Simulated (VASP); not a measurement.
# P (Imma) in VASP: settings compared

Aim: see how the results for P move with the level of theory and the settings. Levels: PBE, LDA, PBEsol. Tasks: single point.

All numbers are computed with VASP 6.6.1; they aren't measurements. Logs are shortened: lines on timing, memory, paths and dates and some standing lists are left out, and cuts for length are marked.

## (1) The cell of the first run

The structure is orthorhombic, space group Imma (No. 74). Conventional cell: a = 3.423 Å, b = 5.047 Å, c = 3.706 Å, α = 90.00°, β = 90.00°, γ = 90.00°. Within 3.0 Å of P (site symmetry mm2) lie 6 P at 2.27 to 2.80 Å.

## (2) Single point, PBE

Input file INCAR:

```
SYSTEM = P
PREC = Accurate
ENCUT = 520
EDIFF = 1E-7
ISMEAR = -1
SIGMA = 0.05
LREAL = .False.
LASPH = .True.
NELM = 80
ALGO = Normal
ISIF = 2
LWAVE = .False.
LCHARG = .True.
GGA = PE
LELF = .True.
LVHAR = .True.
NBANDS = 12
```

Input file KPOINTS:

```
regular mesh
0
Gamma
  11 11 11
  0 0 0
```

Input file POSCAR:

```
P
1.0
   -1.7115364518      2.5233272584      1.8528204291
    1.7115364518     -2.5233272584      1.8528204291
    1.7115364518      2.5233272584     -1.8528204291
P
2
Direct
    0.7016561762      0.9516561762      0.7500000000
    0.2983438238      0.0483438238      0.2500000000
```

Potentials or basis: VASP PAW PBE potentials, release 64 (P).

On the command line:

```console
$ cat potpaw_PBE.64/P/POTCAR > POTCAR
$ mpirun -np 1 vasp_std > vasp.out
```

OUTCAR:

```text
SYSTEM = P
   PREC = Accurate
   ENCUT = 520
   EDIFF = 1E-7
   ISMEAR = -1
   LREAL = .False.
   LASPH = .True.
   NELM = 80
   ISIF = 2
   GGA = PE

 ion  position               nearest neighbor table
   1  0.702  0.952  0.750-   2 2.27   2 2.27   2 2.55   2 2.55   2 2.80   2 2.80
   2  0.298  0.048  0.250-   1 2.27   1 2.27   1 2.55   1 2.55   1 2.80   1 2.80

  LATTYP: Found a body centered orthorhombic cell.
 ALAT       =     3.4230729036
 B/A-ratio  =     1.0825480387
 C/A-ratio  =     1.4743052979

  Lattice vectors:

 A1 = (   1.7115364518,  -2.5233272584,  -1.8528204291)
 A2 = (  -1.7115364518,  -2.5233272584,   1.8528204291)
 A3 = (  -1.7115364518,   2.5233272584,  -1.8528204291)

Analysis of symmetry for initial positions (statically):
=====================================================================
 Subroutine PRICEL returns:
 Original cell was already a primitive cell.

 Routine SETGRP: Setting up the symmetry group for a
 body centered orthorhombic supercell.

 Subroutine GETGRP returns: Found  8 space group operations
 (whereof  4 operations were pure point group operations)
 out of a pool of  8 trial point group operations.

The static configuration has the point symmetry C_2h.
 The point group associated with its full space group is D_2h.

Analysis of symmetry for dynamics (positions and initial velocities):
=====================================================================
 Subroutine PRICEL returns:
 Original cell was already a primitive cell.

 Routine SETGRP: Setting up the symmetry group for a
 body centered orthorhombic supercell.

 Subroutine GETGRP returns: Found  8 space group operations
 (whereof  4 operations were pure point group operations)
 out of a pool of  8 trial point group operations.

The dynamic configuration has the point symmetry C_2h.
 The point group associated with its full space group is D_2h.

 Subroutine INISYM returns: Found  8 space group operations
 (whereof  4 operations are pure point group operations),
 and found     1 'primitive' translations

----------------------------------------------------------------------------------------

                                     Primitive cell

  volume of cell :      32.0076

  direct lattice vectors                    reciprocal lattice vectors
    -1.711536452  2.523327258  1.852820429     0.000000000  0.198151072  0.269858855
     1.711536452 -2.523327258  1.852820429     0.292135174  0.000000000  0.269858855
     1.711536452  2.523327258 -1.852820429     0.292135174  0.198151072  0.000000000

  length of vectors
     3.567839826  3.567839826  3.567839826     0.334794936  0.397701851  0.352996894

  position of ions in fractional coordinates (direct lattice)
     0.701656176  0.951656176  0.750000000
     0.298343824  0.048343824  0.250000000

  ion indices of the primitive-cell ions
   primitive index   ion index
                 1           1
                 2           2

----------------------------------------------------------------------------------------

 KPOINTS: regular mesh

Automatic generation of k-mesh.
 Grid dimensions read from file:
 generate k-points for:   11   11   11

 Generating k-lattice:

  Cartesian coordinates                     Fractional coordinates (reciprocal lattice)
     0.000000000  0.018013734  0.024532623     0.090909091 -0.000000000  0.000000000
     0.026557743  0.000000000  0.024532623    -0.000000000  0.090909091  0.000000000
     0.026557743  0.018013734  0.000000000     0.000000000  0.000000000  0.090909091

  Length of vectors
     0.030435903  0.036154714  0.032090627

  Shift w.r.t. Gamma in fractional coordinates (k-lattice)
     0.000000000  0.000000000  0.000000000

 Subroutine IBZKPT returns following result:
 ===========================================

 Found    216 irreducible k-points:

 Following reciprocal coordinates:
            Coordinates               Weight
  0.000000  0.000000  0.000000      1.000000
  0.090909  0.000000 -0.000000      4.000000
  0.181818  0.000000 -0.000000      4.000000
  0.272727  0.000000 -0.000000      4.000000
  0.363636  0.000000 -0.000000      4.000000
  0.454545  0.000000 -0.000000      4.000000
[... 16 lines left out ...]
  0.454545  0.181818 -0.000000      8.000000
 -0.454545  0.181818  0.000000      8.000000
 [... further k-points ...]
   k-points           NKPTS =    216   k-points in BZ     NKDIM =    216   number of bands    NBANDS=     12
   number of dos      NEDOS =    301   number of ions     NIONS =      2
   total plane-waves  NPLWV =  21952
   dimension x,y,z NGX =    28 NGY =   28 NGZ =   28
   dimension x,y,z NGXF=    56 NGYF=   56 NGZF=   56
   ions per type =               2
   NGX,Y,Z   is equivalent  to a cutoff of  13.05, 13.05, 13.05 a.u.
   NGXF,Y,Z  is equivalent  to a cutoff of  26.09, 26.09, 26.09 a.u.
 SYSTEM =  P
   PREC   = accura    normal or accurate (medium, high low for compatibility)
   ISTART =      0    job   : 0-new  1-cont  2-samecut
   ICHARG =      2    charge: 1-file 2-atom 10-const
   ISPIN  =      1    spin polarized calculation?
   LNONCOLLINEAR =      F non collinear calculations
   LSORBIT =      F    spin-orbit coupling
   LASPH  =      T    aspherical Exc in radial PAW
   ENCUT  =  520.0 eV  38.22 Ry    6.18 a.u.   6.63  6.63  6.63*2*pi/ulx,y,z
   NELM   =     80;   NELMIN=  2; NELMDL= -5     # of ELM steps
   EDIFF  = 0.1E-06   stopping-criterion for ELM
   LREAL  =      F    real-space projection
   EDIFFG = 0.1E-05   stopping-criterion for IOM
   NSW    =      0    number of steps for IOM
   IBRION =     -1    ionic relax: 0-MD 1-quasi-New 2-CG
   NFREE  =      0    steps in history (QN), initial steepest desc. (CG)
   ISIF   =      2    stress and relaxation
   ISYM   =      2    0-nonsym 1-usesym 2-fastsym
   POTIM  = 0.5000    time-step for ionic-motion
   TEBEG  =    0.0;   TEEND  =   0.0 temperature during run
   PSTRESS=    0.0 pullay stress
   NELECT =      10.0000    total number of electrons
   NUPDOWN=      -1.0000    fix difference up-down
   EMIN   =  10.00;   EMAX   =-10.00  energy-range for DOS
   EFERMI =   0.00;   METHOD = LEGACY
   ISMEAR =    -1;   SIGMA  =   0.05  broadening in eV -4-tet -1-fermi 0-gaus
   EFERMI_NEDOS =   21; number of points for ismear=-14 and -15
   IALGO  =     38    algorithm
   IMIX   =      4    mixing-type and parameters
     AMIX     =   0.40;   BMIX     =  1.00
     AMIX_MAG =   1.60;   BMIX_MAG =  1.00
  volume/ion in A,a.u.               =      16.00       108.00
  Fermi-wavevector in a.u.,A,eV,Ry     =   1.110854  2.099210 16.789556  1.233998
  Thomas-Fermi vector in A             =   2.247411
   LORBIT       =      0    0 simple, 1 ext, 2 COOP (PROOUT), +10 PAW based schemes
   GGA     = PE    functional components
   LHFCALC =     F    Hartree Fock is set to
   AEXX    =    0.0000 exact exchange contribution
   IVDW    =     0    specifies the selected vdW correction
   LEPSILON=     F    determine dielectric tensor
   LRPA    =     F    only Hartree local field effects (RPA)
 non-spin polarized calculation
  energy-cutoff  :      520.00
  volume of cell :       32.01
 maximum number of plane-waves:       877
   NGX = 13   NGY = 13   NGZ = 13

 number of electron      10.0000000 magnetization

 Free energy of the ion-electron system (eV)
  ---------------------------------------------------
  ext. energy  EPLUGINS =         0.00000000
  ---------------------------------------------------
  free energy    TOTEN  =       -10.63681416 eV

  energy without entropy =      -10.63574503  energy(sigma->0) =      -10.63627960

 E-fermi :   8.8164     XC(G=0): -10.8108

 val. band max:        8.7412368360   @ k =  -0.4545   0.4545   0.0000
 cond. band min:       8.8709809889   @ k =   0.4545   0.2727   0.0909
 fundamental gap:      0.1297441529
 Fermi energy:         8.8164031118

 k-point     1 :       0.0000    0.0000    0.0000
  band No.  band energies     occupation
      1      -7.4108      2.00000
      2       5.6999      2.00000
      3       5.8257      2.00000
      4       6.0636      2.00000
      5       6.5956      2.00000
      6      10.6017      0.00000
      7      11.3335      0.00000
      8      12.9105      0.00000
      9      13.9254      0.00000
     10      15.0878      0.00000
     11      15.5335      0.00000
     12      15.6282      0.00000

 k-point     2 :       0.0909    0.0000   -0.0000
  band No.  band energies     occupation
      1      -7.2930      2.00000
      2       4.1213      2.00000
      3       6.0264      2.00000
      4       6.3292      2.00000
      5       7.2928      2.00000
      6      10.7452      0.00000
      7      11.2005      0.00000
      8      12.3388      0.00000
      9      14.1627      0.00000
     10      14.2714      0.00000
     11      15.2671      0.00000
     12      17.0132      0.00000

 k-point     3 :       0.1818    0.0000   -0.0000
  band No.  band energies     occupation
      1      -6.9432      2.00000
      2       2.3191      2.00000
      3       5.9376      2.00000
      4       6.3443      2.00000
      5       8.0218      2.00000
      6      10.4746      0.00000
      7      11.1631      0.00000
      8      11.3279      0.00000
      9      14.3018      0.00000
     10      14.9076      0.00000
     11      15.0803      0.00000
     12      18.7408      0.00000

 k-point     4 :       0.2727    0.0000   -0.0000
  band No.  band energies     occupation
      1      -6.3767      2.00000
      2       0.5722      2.00000
      3       5.8442      2.00000
      4       6.4128      2.00000
      5       8.2473      1.99998
      6       9.7283      0.00000
      7      10.4196      0.00000
      8      11.0979      0.00000
      9      15.3819      0.00000
     10      15.4503      0.00000
     11      16.0854      0.00000
     12      20.8141      0.00000

 k-point     5 :       0.3636    0.0000   -0.0000
  band No.  band energies     occupation
      1      -5.6411      2.00000
      2      -0.9850      2.00000
      3       5.7796      2.00000
      4       6.6097      2.00000
      5       8.0049      2.00000
      6       9.2617      0.00027
      7       9.7594      0.00000
      8      10.8162      0.00000
      9      16.4006      0.00000
     10      16.9771      0.00000
     11      17.6027      0.00000
     12      22.2604      0.00000
[... 228 lines left out ...]
      1      -4.9638      2.00000
      2      -1.0718      2.00000
      3       3.5987      2.00000
      4       5.0239      2.00000
      5       6.5140      2.00000
      6      10.9407      0.00000
      7      11.8824      0.00000
      8      13.1810      0.00000
      9      14.1561      0.00000
     10      18.8617      0.00000
     11      20.2773      0.00000
     12      20.7151      0.00000

 k-point    22 :       0.3636    0.1818   -0.0000
  band No.  band energies     occupation
      1      -4.3832      2.00000
      2      -1.9252      2.00000
      3       3.2778      2.00000
      4       5.3245      2.00000
      5       6.7025      2.00000
      6      10.2308      0.00000
      7      11.6525      0.00000
      8      13.3498      0.00000
      9      15.5800      0.00000
     10      18.2192      0.00000
     11      18.8641      0.00000
     12      21.5830      0.00000

 k-point    23 :       0.4545    0.1818   -0.0000
  band No.  band energies     occupation
      1      -4.6581      2.00000
      2      -1.5646      2.00000
      3       3.1123      2.00000
      4       5.8054      2.00000
      5       7.1075      2.00000
      6       9.6490      0.00000
      7      11.2810      0.00000
      8      13.3841      0.00000
      9      16.2559      0.00000
     10      17.0001      0.00000
     11      18.3765      0.00000
     12      21.9229      0.00000

 k-point    24 :      -0.4545    0.1818    0.0000
  band No.  band energies     occupation
      1      -5.4018      2.00000
      2      -0.4118      2.00000
      3       3.1858      2.00000
      4       6.3671      2.00000
      5       7.6277      2.00000
      6       9.3375      0.00006
      7      10.7840      0.00000
      8      13.2335      0.00000
      9      15.1043      0.00000
     10      16.2338      0.00000
     11      19.1952      0.00000
     12      20.4882      0.00000

 [... further k-points ...]
[... 5 lines left out ...]
  --------------------------------------------------------------------------------------
  -------------------------------------------------------------------------------------
  Total       -0.0860981     -0.0358383     -0.0597353      0.0000000      0.0000000      0.0000000
  in kB       -4.3097390     -1.7939276     -2.9901194      0.0000000      0.0000000      0.0000000
  external PRESSURE =      -3.0312620 kB  Pullay stress =       0.0000000 kB

 VOLUME and BASIS-vectors are now :
 -----------------------------------------------------------------------------
  energy-cutoff  :      520.00
  volume of cell :       32.01
      direct lattice vectors                 reciprocal lattice vectors
    -1.711536452  2.523327258  1.852820429     0.000000000  0.198151072  0.269858855
     1.711536452 -2.523327258  1.852820429     0.292135174  0.000000000  0.269858855
     1.711536452  2.523327258 -1.852820429     0.292135174  0.198151072  0.000000000

 POSITION                                       TOTAL-FORCE (eV/Angst)
 -----------------------------------------------------------------------------------
      1.71154      1.26166      1.67368        -0.000000      0.000000     -0.051592
     -0.00000      1.26166      0.17914         0.000000     -0.000000      0.051592
 -----------------------------------------------------------------------------------
    total drift:                                0.000000     -0.000000      0.000000

  FREE ENERGIE OF THE ION-ELECTRON SYSTEM (eV)
  ---------------------------------------------------
  free  energy   TOTEN  =       -10.6368141630 eV

  energy  without entropy=      -10.6357450291  energy(sigma->0) =      -10.63627960
```

Wall time 31 s (1 thread of Intel Xeon 6975P-C (Granite Rapids), shared host); peak memory 0.2 GiB.

Results:

```yaml
Free_energy: -10.6368 eV
Pressure: -0.3 GPa
Largest_force: 0.052 eV/Å
Band_gap_on_the_k_mesh: zero (band 5 reaches 9.18 eV, above the bottom of band 6 at 8.66 eV)
```

Forces on the atoms (eV/Å):
```
P    0.000  0.000 -0.052
P    0.000  0.000  0.052
```

## (3) Single point, LDA

This run uses another cell than the first one, of 15.82 Å³/atom, 0.988 times its volume.

Input file INCAR:

```
SYSTEM = P
PREC = Accurate
ENCUT = 520
EDIFF = 1E-6
ISMEAR = -1
SIGMA = 0.05
LREAL = .False.
LASPH = .True.
NELM = 100
ALGO = Normal
ISIF = 2
LWAVE = .False.
LCHARG = .False.
NBANDS = 12
```

Input file KPOINTS:

```
regular mesh
0
Gamma
  6 6 6
  0 0 0
```

Input file POSCAR:

```
P
1.0
   -1.6915100431      2.5151650373      1.8589441358
    1.6915100431     -2.5151650373      1.8589441358
    1.6915100431      2.5151650373     -1.8589441358
P
2
Direct
    0.6966908900      0.9466908900      0.7500000000
    0.3033091100      0.0533091100      0.2500000000
```

Potentials or basis: VASP PAW LDA potentials, release 64 (P).

On the command line:

```console
$ cat potpaw_LDA.64/P/POTCAR > POTCAR
$ mpirun -np 1 vasp_std > vasp.out
```

Run time: 9.1 s. Hardware: 1 thread of Intel Xeon 6975P-C (Granite Rapids), shared host; peak memory 0.13 GiB.

Results (log left out):

* Free energy: -12.1076 eV
* Pressure: -2.0 GPa
* Largest force: 0.154 eV/Å
* Band gap on the k mesh: zero (band 5 reaches 9.57 eV, above the bottom of band 6 at 8.79 eV)

Forces on the atoms (eV/Å):
```
P    0.000  0.000  0.154
P    0.000  0.000 -0.154
```

Stress tensor (GPa, compression positive):
```
-2.27  0.00  0.00
 0.00 -1.17  0.00
 0.00  0.00 -2.62
```

Levels at points of the mesh, in eV from the Fermi level:
```csv
k point,band 1,band 2,band 3,band 4,band 5,band 6,band 7,band 8,band 9,band 10
"(0.00, 0.00, 0.00)",-16.28,-3.02,-2.99,-2.75,-2.09,1.52,2.44,4.20,5.24,6.48
"(0.50, 0.00, 0.00)",-13.76,-11.01,-3.13,-1.68,-1.49,0.43,0.85,1.90,9.17,9.41
"(0.00, 0.50, 0.00)",-12.28,-10.04,-6.39,-5.36,-5.05,0.39,6.87,7.15,8.74,9.52
"(0.50, 0.50, 0.00)",-12.18,-12.18,-3.30,-3.30,0.00,0.00,0.26,0.26,10.44,10.44
"(0.50, 0.50, 0.50)",-12.87,-8.36,-7.76,-5.19,-5.01,0.16,6.61,8.45,8.68,9.29
```

Caveat: the k points lie up to 0.42 Å⁻¹ apart.

## (4) Single point, PBEsol

This run uses another cell than the first one, of 15.82 Å³/atom, 0.988 times its volume.

Input file INCAR:

```
PREC = Accurate ; ENCUT = 520
EDIFF = 1E-6 ; ISMEAR = -1
SIGMA = 0.05 ; LREAL = F
LASPH = T ; NELM = 100
ALGO = Normal ; ISIF = 2
LWAVE = F ; LCHARG = T
GGA = PS ; LELF = T
LVHAR = T ; NBANDS = 12
```

Input file KPOINTS:

```
regular mesh
0
Gamma
  6 6 6
```

POSCAR is that of step 3.

Potentials or basis: VASP PAW PBE potentials, release 64 (P).

On the command line:

```console
$ cat potpaw_PBE.64/P/POTCAR > POTCAR
$ mpirun -np 1 vasp_std > vasp.out
```

Wall time 10 s (1 thread of Intel Xeon 6975P-C (Granite Rapids), shared host); peak memory 0.15 GiB.

It converged, with:

| Quantity | Value |
| --- | --- |
| Free energy | -11.5589 eV |
| Pressure | -0.5 GPa |
| Largest force | 0.258 eV/Å |
| Band gap on the k mesh | zero (band 5 reaches 9.59 eV, above the bottom of band 6 at 8.81 eV) |

Forces in eV/Å, atoms in the order of the input:
```
P    0.000  0.000  0.258
P    0.000  0.000 -0.258
```

Stress tensor (GPa, compression positive):
```
-0.37  0.00  0.00
 0.00  0.02  0.00
 0.00  0.00 -1.02
```

Levels at points of the mesh, in eV from the Fermi level:
| k point | band 3 | band 4 | band 5 | band 6 | band 7 | band 8 |
| --- | --- | --- | --- | --- | --- | --- |
| (0.00, 0.00, 0.00) | -2.96 | -2.75 | -2.10 | 1.51 | 2.44 | 4.23 |
| (0.50, 0.00, 0.00) | -3.14 | -1.70 | -1.50 | 0.44 | 0.85 | 1.91 |
| (0.00, 0.50, 0.00) | -6.42 | -5.39 | -5.08 | 0.35 | 6.94 | 7.22 |
| (0.50, 0.50, 0.00) | -3.32 | -3.32 | 0.00 | 0.00 | 0.25 | 0.25 |
| (0.50, 0.50, 0.50) | -7.77 | -5.23 | -5.03 | 0.12 | 6.68 | 8.52 |

Caveat: the k points lie up to 0.42 Å⁻¹ apart; the PAW data sets were made with another functional, which shifts forces and pressure a little.

## (5) Summary

```tsv
level	potentials or basis	cell	k mesh	gap on the mesh (eV)	pressure (GPa)	largest force (eV/Å)
PBE	VASP PAW PBE potentials, release 64 (P)	a = 3.568 Å, angles 122.7, 90.0, 117.4°, 2 atoms	11 × 11 × 11	none	-0.3	0.05
LDA	VASP PAW LDA potentials, release 64 (P)	a = 3.556 Å, angles 123.2, 90.0, 117.0°, 2 atoms	6 × 6 × 6	none	-2.0	0.15
PBEsol	VASP PAW PBE potentials, release 64 (P)	a = 3.556 Å, angles 123.2, 90.0, 117.0°, 2 atoms	6 × 6 × 6	none	-0.5	0.26
```

Alike in all rows: task single point; no spin polarisation; cutoff (eV) 520; smearing fermi-dirac 0.05 eV.

Caveats: some runs use coarse meshes; the PAW data sets were made with another functional, which shifts forces and pressure a little (some runs).

Total energies depend on the potentials used, so only differences within one code and one set of settings carry meaning.
